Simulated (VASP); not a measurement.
Set up this calculation in VASP 6.6.1, as the native input.

```
Task                   : single point
Functional             : PBEsol
Potentials or basis    : VASP PAW PBE potentials, release 64 (Mg, O)
Cutoff                 : 520 eV
k mesh                 : 10 × 10 × 10
Occupations            : gaussian, width 0.05 eV
Spin                   : no spin polarisation
Dipole correction      : no
Further INCAR settings : ALGO = Normal; EDIFF = 1e-07; NBANDS = 11
```

The structure of MgO lies in POSCAR:

```
MgO
1.0
    0.0000000000      2.1075959641      2.1075959641
    2.1075959641      0.0000000000      2.1075959641
    2.1075959641      2.1075959641      0.0000000000
Mg O
1 1
Direct
    0.0189270304      0.0189270304     -0.0189270304
    0.4712468609      0.4712468609      0.5287531391
```

The input as run:

INCAR

```
PREC = Accurate
ENCUT = 520
EDIFF = 1E-7
ISMEAR = 0
SIGMA = 0.05
LREAL = F
LASPH = T
NELM = 100
ALGO = Normal
ISIF = 2
LWAVE = F
LCHARG = F
GGA = PS
NBANDS = 11
```

KPOINTS

```
Automatic mesh
0
Gamma
  10 10 10
```

Potentials or basis: VASP PAW PBE potentials, release 64 (Mg, O).

The run is started by

```console
$ cat potpaw_PBE.64/Mg/POTCAR potpaw_PBE.64/O/POTCAR > POTCAR
$ mpirun -np 1 vasp_std > vasp.out
```

It gave:

- Pressure: 3.5 GPa
- Largest force: 1.407 eV/Å
- Band gap on the k mesh: 4.60 eV, direct

Caveat: the PAW data sets were made with another functional, which shifts forces and pressure a little.

Run time: 13 s on 1 thread of AMD EPYC 9R45 96-Core Processor (Zen 5), with other jobs on the host, peak memory 0.12 GiB.
